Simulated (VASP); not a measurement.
# Ag (Im-3m) in VASP: a series of runs

Runs on Ag. Level: PBEsol. Tasks: single point.

Everything below comes from runs of VASP 6.6.1. Logs are shortened: lines on timing, memory, paths and dates and some standing lists are left out, and cuts for length are marked.

## Step 1: The cell of the first run

The structure is cubic, space group Im-3m (No. 229). Conventional cell: a = 3.225 Å, b = 3.225 Å, c = 3.225 Å, α = 90.00°, β = 90.00°, γ = 90.00°. Ag (site symmetry m-3m) has 14 Ag at 2.79 to 3.23 Å within 3.7 Å.

## Step 2: Single point, PBEsol

The input, INCAR:

```
SYSTEM = Ag
PREC = Accurate
ENCUT = 520
EDIFF = 1E-6
ISMEAR = 0
SIGMA = 0.15
LREAL = .False.
LASPH = .True.
NELM = 80
ALGO = Normal
ISIF = 2
LWAVE = .False.
LCHARG = .False.
GGA = PS
NBANDS = 18
```

The input, KPOINTS:

```
regular mesh
0
Gamma
  10 10 10
  0 0 0
```

The input, POSCAR:

```
Ag
1.0
    0.0000000000     -3.2251146571      0.0000000000
   -3.2251146571      0.0000000000      0.0000000000
    0.0000000000      0.0000000000     -3.2251146571
Ag
2
Direct
    0.5000000000      0.5000000000      0.5000000000
    0.0000000000      0.0000000000      0.0000000000
```

Potentials or basis: VASP PAW PBE potentials, release 64 (Ag).

Command:

```sh
$ cat potpaw_PBE.64/Ag/POTCAR > POTCAR
$ mpirun -np 1 vasp_std > vasp.out
```

OUTCAR:

```text
SYSTEM = Ag
   PREC = Accurate
   ENCUT = 520
   EDIFF = 1E-6
   ISMEAR = 0
   LREAL = .False.
   LASPH = .True.
   NELM = 80
   ISIF = 2
   GGA = PS

 ion  position               nearest neighbor table
   1  0.500  0.500  0.500-   2 2.79   2 2.79   2 2.79   2 2.79   2 2.79   2 2.79   2 2.79   2 2.79

   2  0.000  0.000  0.000-   1 2.79   1 2.79   1 2.79   1 2.79   1 2.79   1 2.79   1 2.79   1 2.79

  LATTYP: Found a simple cubic cell.
 ALAT       =     3.2251146571

  Lattice vectors:

 A1 = (   0.0000000000,  -3.2251146571,   0.0000000000)
 A2 = (  -3.2251146571,   0.0000000000,   0.0000000000)
 A3 = (   0.0000000000,   0.0000000000,  -3.2251146571)

Analysis of symmetry for initial positions (statically):
=====================================================================
 Subroutine PRICEL returns following result:

  LATTYP: Found a body centered cubic cell.
 ALAT       =     3.2251146571

  Lattice vectors:

 A1 = (  -1.6125573286,  -1.6125573286,   1.6125573285)
 A2 = (  -1.6125573285,   1.6125573286,  -1.6125573285)
 A3 = (   1.6125573285,  -1.6125573286,  -1.6125573286)

   2 primitive cells build up your supercell.

 Routine SETGRP: Setting up the symmetry group for a
 simple cubic supercell.

 Subroutine GETGRP returns: Found 48 space group operations
 (whereof 48 operations were pure point group operations)
 out of a pool of 48 trial point group operations.

The static configuration has the point symmetry O_h .

Analysis of symmetry for dynamics (positions and initial velocities):
=====================================================================
 Subroutine PRICEL returns following result:

  LATTYP: Found a body centered cubic cell.
 ALAT       =     3.2251146571

  Lattice vectors:

 A1 = (  -1.6125573286,  -1.6125573286,   1.6125573285)
 A2 = (  -1.6125573285,   1.6125573286,  -1.6125573285)
 A3 = (   1.6125573285,  -1.6125573286,  -1.6125573286)

   2 primitive cells build up your supercell.

 Routine SETGRP: Setting up the symmetry group for a
 simple cubic supercell.

 Subroutine GETGRP returns: Found 48 space group operations
 (whereof 48 operations were pure point group operations)
 out of a pool of 48 trial point group operations.

[... 91 lines left out ...]
   ICHARG =      2    charge: 1-file 2-atom 10-const
   ISPIN  =      1    spin polarized calculation?
   LNONCOLLINEAR =      F non collinear calculations
   LSORBIT =      F    spin-orbit coupling
   LASPH  =      T    aspherical Exc in radial PAW
   ENCUT  =  520.0 eV  38.22 Ry    6.18 a.u.   6.00  6.00  6.00*2*pi/ulx,y,z
   NELM   =     80;   NELMIN=  2; NELMDL= -5     # of ELM steps
   EDIFF  = 0.1E-05   stopping-criterion for ELM
   LREAL  =      F    real-space projection
   EDIFFG = 0.1E-04   stopping-criterion for IOM
   NSW    =      0    number of steps for IOM
   IBRION =     -1    ionic relax: 0-MD 1-quasi-New 2-CG
   NFREE  =      0    steps in history (QN), initial steepest desc. (CG)
   ISIF   =      2    stress and relaxation
   ISYM   =      2    0-nonsym 1-usesym 2-fastsym
   POTIM  = 0.5000    time-step for ionic-motion
   TEBEG  =    0.0;   TEEND  =   0.0 temperature during run
   PSTRESS=    0.0 pullay stress
   NELECT =      22.0000    total number of electrons
   NUPDOWN=      -1.0000    fix difference up-down
   EMIN   =  10.00;   EMAX   =-10.00  energy-range for DOS
   EFERMI =   0.00;   METHOD = LEGACY
   ISMEAR =     0;   SIGMA  =   0.15  broadening in eV -4-tet -1-fermi 0-gaus
   EFERMI_NEDOS =   21; number of points for ismear=-14 and -15
   IALGO  =     38    algorithm
   IMIX   =      4    mixing-type and parameters
     AMIX     =   0.40;   BMIX     =  1.00
     AMIX_MAG =   1.60;   BMIX_MAG =  1.00
  volume/ion in A,a.u.               =      16.77       113.19
  Fermi-wavevector in a.u.,A,eV,Ry     =   1.422342  2.687836 27.525341  2.023056
  Thomas-Fermi vector in A             =   2.543056
   LORBIT       =      0    0 simple, 1 ext, 2 COOP (PROOUT), +10 PAW based schemes
   GGA     = PS    functional components
   LHFCALC =     F    Hartree Fock is set to
   AEXX    =    0.0000 exact exchange contribution
   IVDW    =     0    specifies the selected vdW correction
   LEPSILON=     F    determine dielectric tensor
   LRPA    =     F    only Hartree local field effects (RPA)
 non-spin polarized calculation
 Gauss-broadening in eV      SIGMA  =   0.15
  energy-cutoff  :      520.00
  volume of cell :       33.55
 maximum number of plane-waves:       922
 NGX is ok and might be reduce to    24

 number of electron      21.9999976 magnetization

 Free energy of the ion-electron system (eV)
  ---------------------------------------------------
  ext. energy  EPLUGINS =         0.00000000
  ---------------------------------------------------
  free energy    TOTEN  =        -6.54148075 eV

  energy without entropy =       -6.53228959  energy(sigma->0) =       -6.53688517

 E-fermi :   8.4862     XC(G=0): -12.5106

 val. band max:        8.3833113313   @ k =   0.4000   0.3000   0.3000
 cond. band min:       8.4948479546   @ k =   0.4000   0.1000   0.1000
 fundamental gap:      0.1115366233
 Fermi energy:         8.4862084688

 k-point     1 :       0.0000    0.0000    0.0000
  band No.  band energies     occupation
      1       0.5167      2.00000
      2       2.0092      2.00000
      3       2.0092      2.00000
      4       3.5098      2.00000
      5       3.5098      2.00000
      6       3.5098      2.00000
[... 481 lines left out ...]
      5       3.4343      2.00000
      6       4.1310      2.00000
[... 10 lines left out ...]
     17      23.4735      0.00000
     18      23.5970      0.00000

 [... further k-points ...]

------------------------ aborting loop because EDIFF is reached ----------------------------------------

  FORCE on cell =-STRESS in cart. coord.  units (eV):
  Direction    XX          YY          ZZ          XY          YZ          ZX
  --------------------------------------------------------------------------------------
  -------------------------------------------------------------------------------------
  Total       -0.0547604     -0.0547604     -0.0547604     -0.0000000     -0.0000000     -0.0000000
  in kB       -2.6154206     -2.6154206     -2.6154206     -0.0000000     -0.0000000     -0.0000000
  external PRESSURE =      -2.6154206 kB  Pullay stress =       0.0000000 kB

 VOLUME and BASIS-vectors are now :
 -----------------------------------------------------------------------------
  energy-cutoff  :      520.00
  volume of cell :       33.55
      direct lattice vectors                 reciprocal lattice vectors
     0.000000000 -3.225114657  0.000000000     0.000000000 -0.310066496  0.000000000
    -3.225114657  0.000000000  0.000000000    -0.310066496  0.000000000  0.000000000
     0.000000000  0.000000000 -3.225114657     0.000000000  0.000000000 -0.310066496

 POSITION                                       TOTAL-FORCE (eV/Angst)
 -----------------------------------------------------------------------------------
     -1.61256     -1.61256     -1.61256         0.000000      0.000000     -0.000000
      0.00000      0.00000      0.00000        -0.000000     -0.000000      0.000000
 -----------------------------------------------------------------------------------
    total drift:                               -0.000000     -0.000000      0.000000

  FREE ENERGIE OF THE ION-ELECTRON SYSTEM (eV)
  ---------------------------------------------------
  free  energy   TOTEN  =        -6.5414807473 eV

  energy  without entropy=       -6.5322895867  energy(sigma->0) =       -6.53688517
```

stdout:

```text
POSCAR found type information on POSCAR Ag
 POSCAR found :  1 types and       2 ions
 scaLAPACK will be used
 -----------------------------------------------------------------------------
|                                                                             |
|                                                                             |
|     You enforced a specific xc type in the INCAR file but a different       |
|     I HOPE YOU KNOW WHAT YOU ARE DOING!                                     |
|                                                                             |
 -----------------------------------------------------------------------------

 LDA part: xc-table for (Slater+PW92), standard interpolation
 POSCAR, INCAR and KPOINTS ok, starting setup
 FFT: planning ... GRIDC
 FFT: planning ... GRID_SOFT
 FFT: planning ... GRID
 WAVECAR not read
 entering main loop
```

Run time: 16 s. Hardware: 1 thread of AMD EPYC 7R43 (Zen 3), shared host; peak memory 0.12 GiB.

What came out:

```yaml
Free_energy: -6.5415 eV
Pressure: -0.3 GPa
Band_gap_on_the_k_mesh: zero (band 11 reaches 14.25 eV, above the bottom of band 12 at 6.56 eV)
```

Levels at points of the mesh, in eV from the Fermi level:
| k point | band 7 | band 8 | band 9 | band 10 | band 11 | band 12 | band 13 | band 14 | band 15 | band 16 |
| --- | --- | --- | --- | --- | --- | --- | --- | --- | --- | --- |
| (0.00, 0.00, 0.00) | -3.59 | -3.59 | -2.80 | -2.80 | -2.80 | 6.88 | 6.88 | 6.88 | 13.03 | 13.67 |
| (0.50, 0.00, 0.00) | -4.47 | -4.47 | -3.94 | -3.94 | -1.93 | -1.93 | 13.25 | 13.25 | 13.25 | 13.25 |
| (0.50, 0.50, 0.00) | -3.46 | -3.46 | -2.54 | -2.54 | -0.19 | -0.19 | 4.22 | 4.22 | 13.35 | 13.35 |
| (0.50, 0.50, 0.50) | -3.43 | -3.43 | -3.43 | -3.43 | 5.77 | 5.77 | 6.43 | 6.43 | 6.43 | 6.43 |

Caveat: the PAW data sets were made with another functional, which shifts forces and pressure a little.

## Step 3: Single point, PBEsol

This run uses another cell than the first one: it holds 1 atom, not 2.

The input, INCAR:

```
PREC = Accurate
ENCUT = 520
EDIFF = 1E-6
ISMEAR = 0
SIGMA = 0.1
LREAL = F
LASPH = T
NELM = 80
ALGO = Normal
ISIF = 2
LWAVE = F
LCHARG = T
GGA = PS
LELF = T
LVHAR = T
NBANDS = 12
```

The input, KPOINTS:

```
regular mesh
0
Gamma
  18 18 18
```

The input, POSCAR:

```
Ag
1.0
   -1.6125573285      1.6125573285      1.6125573285
    1.6125573285     -1.6125573285      1.6125573285
    1.6125573285      1.6125573285     -1.6125573285
Ag
1
Direct
    0.0000000000      0.0000000000      0.0000000000
```

Potentials or basis: VASP PAW PBE potentials, release 64 (Ag).

Command:

```sh
$ cat potpaw_PBE.64/Ag/POTCAR > POTCAR
$ mpirun -np 1 vasp_std > vasp.out
```

It took 31 s on 1 thread of AMD EPYC 7R43 (Zen 3), shared host; peak memory 0.13 GiB.

Results (log left out):

* Free energy: -3.2672 eV
* Pressure: -0.2 GPa

Levels at points of the mesh, in eV from the Fermi level:
```
           k point  band 3  band 4  band 5  band 6  band 7  band 8  band 9  band 10
(0.00, 0.00, 0.00)   -4.95   -4.95   -3.56   -3.56   18.01   18.01   18.01    24.56
(0.50, 0.00, 0.00)   -3.62   -3.43   -2.51   -0.16    4.25   13.38   14.60    20.23
(0.50, 0.50, 0.50)   -2.77   -2.77   -2.77    6.90    6.90    6.90   13.06    13.70
```

Caveat: the PAW data sets were made with another functional, which shifts forces and pressure a little.
